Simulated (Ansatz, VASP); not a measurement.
**AlRu: VASP beside Ansatz**

```xyz
2
Lattice="2.9916 0.0000 0.0000 0.0000 2.9916 0.0000 0.0000 0.0000 2.9916" Properties=species:S:1:pos:R:3 pbc="T T T"
Ru    1.4958    1.4958    1.4958
Al    0.0000    0.0000    0.0000
```

Alike in both runs: task single point; functional PBE0; k mesh 5 × 5 × 5; occupations fermi-dirac, width 0.05 eV; no spin polarisation.

|  | VASP | Ansatz |
| --- | --- | --- |
| version | VASP 6.6.1 | Ansatz 0.2.0 |
| potentials or method | VASP PAW PBE potentials, release 64 (Ru_pv, Al) | Ansatz PAW |
| plane-wave cutoff (eV) | 520 | 420 |
| valence electrons in the cell | 17 | 19 |

VASP gave:

| Property | Result |
| --- | --- |
| gap on the k mesh at the Fermi level (eV) | none |
| pressure (GPa) | -3.8 |

Question: Which values does Ansatz return?

Answer: gap on the k mesh at the Fermi level (eV): none; pressure (GPa): -3.0.

A gap of «none» marks a metal or a gap that the smearing closes. VASP's potentials hold 17 valence electrons a cell and Ansatz's 19, so a difference there can come from the potentials and not from the codes.

The k mesh is coarse, so the values compare programs but aren't converged.
